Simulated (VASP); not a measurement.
# InAs: single point with HSE06

Crystal: InAs.

```
In As
1.0
     0.00000    3.05459    3.05459
     3.05459    0.00000    3.05459
     3.05459    3.05459    0.00000
In As
1 1
Cartesian
  0.0000 0.0000 0.0000
  1.5273 1.5273 1.5273
```

* Program: VASP 6.6.1
* Task: single point
* Functional: HSE06
* Potentials or basis: VASP PAW PBE potentials, release 64 (In_d, As)
* Cutoff: 520 eV
* k mesh: 4 × 4 × 4
* Occupations: fermi-dirac, width 0.02 eV
* Spin: non-collinear spin, zero start, spin-orbit coupling
* Starting moments: [[0.0, 0.0, 0.0], [0.0, 0.0, 0.0]] μB

```
Pressure                                              : -0.1 GPa
Net moment                                            : 0.00 μB per cell
Valence electrons inside the program's atomic spheres : In 11.47; As 2.85
```

Moments on the atoms (μB; x, y, z):
```
In  0.00 0.00 0.00
As  0.00 0.00 0.00
```

Run time: 100 min on 1 thread of Intel(R) Xeon(R) Platinum 8488C (Sapphire Rapids) (shared host), peak memory 0.46 GiB.

Caveat: the k points lie up to 0.45 Å⁻¹ apart; the PAW data sets were made with another functional, which shifts forces and pressure a little.
